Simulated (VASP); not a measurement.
A run of VASP 6.6.1 is set up as follows.

File INCAR:

```
SYSTEM = SiC
  PREC = Accurate
  ENCUT = 520
  EDIFF = 1E-7
  ISMEAR = 0
  SIGMA = 0.02
  LREAL = .False.
  LASPH = .True.
  NELM = 60
  ALGO = Normal
  ISIF = 2
  LWAVE = .False.
  LCHARG = .True.
  GGA = PS
  LELF = .True.
  LVHAR = .True.
  NBANDS = 26
```

File KPOINTS:

```
Automatic mesh
0
Gamma
  6 6 2
  0 0 0
```

POSCAR

```
SiC
1.0
    3.0780369099      0.0000000000      0.0000000000
   -1.5390184549      2.6656581578      0.0000000000
    0.0000000000      0.0000000000     10.0756977292
Si C
4 4
Direct
    0.6666666667      0.3333333333      0.9378298158
    0.3333333333      0.6666666667      0.4378298158
    0.0000000000      0.0000000000      0.6878977750
    0.0000000000      0.0000000000      0.1878977750
    0.6666666667      0.3333333333      0.7498180123
    0.3333333333      0.6666666667      0.2498180123
    0.0000000000      0.0000000000      0.5004533969
    0.0000000000      0.0000000000      0.0004533969
```

Potentials or basis: VASP PAW PBE potentials, release 64 (Si, C).

Command:

```sh
$ cat potpaw_PBE.64/Si/POTCAR potpaw_PBE.64/C/POTCAR > POTCAR
$ mpirun -np 1 vasp_std > vasp.out
```

**Question.** Estimate the band gap on the k mesh.

**Answer.** 2.11 eV, indirect (least direct gap 3.23 eV).

**Question.** Predict the pressure.

**Answer.** 0.4 GPa.

**Question.** What does it give for the largest force?

**Answer.** 0.012 eV/Å.

Stress tensor (GPa, compression positive):
```
0.41 0.00 0.00
0.00 0.41 0.00
0.00 0.00 0.31
```

Caveat: the PAW data sets were made with another functional, which shifts forces and pressure a little. A k mesh can miss the band edges.
